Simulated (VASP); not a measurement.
Crystal: ZnSe (Stilleite).

```xyz
2
Lattice="0.0000 2.8324 2.8324 2.8324 0.0000 2.8324 2.8324 2.8324 0.0000" Properties=species:S:1:pos:R:3 pbc="T T T"
Zn    0.0000    0.0000    0.0000
Se    1.4162    1.4162    1.4162
```

Base run:

- Program: VASP 6.6.1
- Functional: PBE
- Potentials or basis: VASP PAW PBE potentials, release 64 (Zn, Se)
- Cutoff: 520 eV
- k mesh: 6 × 6 × 6
- Occupations: gaussian, width 0.01 eV
- Spin: no spin polarisation

Its results: band gap on the k mesh 1.29 eV, direct; pressure 2.5 GPa.

**Question.** The run is repeated on the same cell with these changes: k mesh from 6 × 6 × 6 to 2 × 2 × 2; further incar settings from ALGO = Normal; EDIFF = 1e-07; NBANDS = 16 to ALGO = Normal; EDIFF = 1e-06; NBANDS = 16. What comes out?

**Answer.** Band gap on the k mesh 1.17 eV, direct; pressure 8.3 GPa.

Caveats: some runs use coarse meshes.

